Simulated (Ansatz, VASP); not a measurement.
**One calculation of NaTl, two programs**

File INCAR:

```
SYSTEM = NaTl
PREC = Accurate
ENCUT = 520
EDIFF = 1E-8
ISMEAR = -1
SIGMA = 0.05
LREAL = .False.
LASPH = .True.
NELM = 60
ALGO = Normal
ISIF = 2
LWAVE = .False.
LCHARG = .False.
LEFG = .True.
NBANDS = 28
```

KPOINTS

```
regular mesh
0
Gamma
  10 10 10
  0 0 0
```

POSCAR

```
NaTl
1.0
    0.0000000000      3.7393523715      3.7393523715
    3.7393523715      0.0000000000      3.7393523715
    3.7393523715      3.7393523715      0.0000000000
Na Tl
2 2
Direct
    0.0000000000      0.0000000000      0.0000000000
    0.2500000000      0.2500000000      0.2500000000
    0.5000000000      0.5000000000      0.5000000000
    0.7500000000      0.7500000000      0.7500000000
```

Input for Ansatz:

```yaml
crystal:
  lattice:
    - [0.0, 3.7393523715, 3.7393523715]
    - [3.7393523715, 0.0, 3.7393523715]
    - [3.7393523715, 3.7393523715, 0.0]
  atoms:
    - { symbol: Na, position: [0.0, 0.0, 0.0] }
    - { symbol: Na, position: [0.25, 0.25, 0.25] }
    - { symbol: Tl, position: [0.5, 0.5, 0.5] }
    - { symbol: Tl, position: [0.75, 0.75, 0.75] }
kpoints:
  mp_grid: { grid: [10, 10, 10] }
  band_path:
    path:
      - [0.0, 0.0, 0.0]
      - [0.5, 0.0, 0.5]
      - [0.625, 0.25, 0.625]
      - [0.375, 0.375, 0.75]
      - [0.0, 0.0, 0.0]
      - [0.5, 0.5, 0.5]
      - [0.5, 0.25, 0.75]
      - [0.5, 0.0, 0.5]
    npoints: 8
scf:
  occupations: { method: fermi_dirac, width: 0.05 }
hamiltonian:
  xc: lda
  pseudopotentials: { kind: paw }
output:
  forces: true
  stress: true
  eigenvalues: true
  efg: { contact_densities: true }
  populations: true
  bader: true
  dos: { projected: true, de: 0.2, e_range: [-14, 8] }
```

Alike in both runs: task electric field gradients; functional LDA; k mesh 10 × 10 × 10; occupations fermi-dirac, width 0.05 eV; no spin polarisation.

|  | VASP | Ansatz |
| --- | --- | --- |
| version | VASP 6.6.1 | Ansatz 0.2.0 |
| potentials or method | VASP PAW LDA potentials, release 64 (Na_pv, Tl_d) | PAW with Ansatz's default frozen-core files, scalar-relativistic |
| plane-wave cutoff (eV) | 520 | 420 |
| valence electrons in the cell | 40 | 44 |

```tsv
	VASP	Ansatz	Ansatz less VASP
pressure (GPa)	-1.6	-1.6	0.00
```

LDA's correlation is that of Perdew and Zunger in VASP and of Perdew and Wang (1992) in Ansatz. VASP's potentials hold 40 valence electrons a cell and Ansatz's 44, so a difference there can come from the potentials and not from the codes.

Neither program's run includes spin-orbit coupling.
